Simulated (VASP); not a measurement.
Here is a VASP 6.6.1 calculation.

The input INCAR:

```
SYSTEM = HfBr2F2
ALGO = Normal
EDIFF = 1E-6
ENCUT = 520
GGA = PE
ISIF = 2
ISMEAR = 0
LASPH = .True.
LCHARG = .False.
LREAL = .False.
LWAVE = .False.
NBANDS = 27
NELM = 60
PREC = Accurate
SIGMA = 0.1
```

Contents of KPOINTS:

```
k-points
0
Gamma
  6 6 4
  0 0 0
```

File POSCAR:

```
HfBr2F2
1.0
    3.7774106269      0.0000000025      0.0000000000
   -1.8887053156      3.2713335622      0.0000000000
    0.0000000000      0.0000000000      8.4393183024
Hf Br F
1 2 2
Direct
    0.0000000000      0.0000000000      0.0000000000
    0.3333333333      0.6666666667      0.2712169272
    0.6666666667      0.3333333333      0.7287830728
    0.3333333333      0.6666666667     -0.0545842314
    0.6666666667      0.3333333333      1.0545842314
```

Potentials or basis: VASP PAW PBE potentials, release 64 (Hf_pv, Br, F).

Command:

```console
$ cat potpaw_PBE.64/Hf_pv/POTCAR potpaw_PBE.64/Br/POTCAR potpaw_PBE.64/F/POTCAR > POTCAR
$ mpirun -np 1 vasp_std > vasp.out
```

Q: Predict the largest force.

A: 0.067 eV/Å.

Q: Estimate the band gap on the k mesh.

A: 2.34 eV, direct.

Q: Estimate the pressure.

A: -0.8 GPa.

Stress tensor (GPa, compression positive):
```
-1.18  0.00  0.00
 0.00 -1.18  0.00
 0.00  0.00 -0.19
```

Caveat: spin-orbit coupling is left out, which moves the levels of the heavy elements; this functional lacks dispersion, which binds the layers, so the pressure and a relaxed spacing across them are unreliable. A k mesh can miss the band edges.
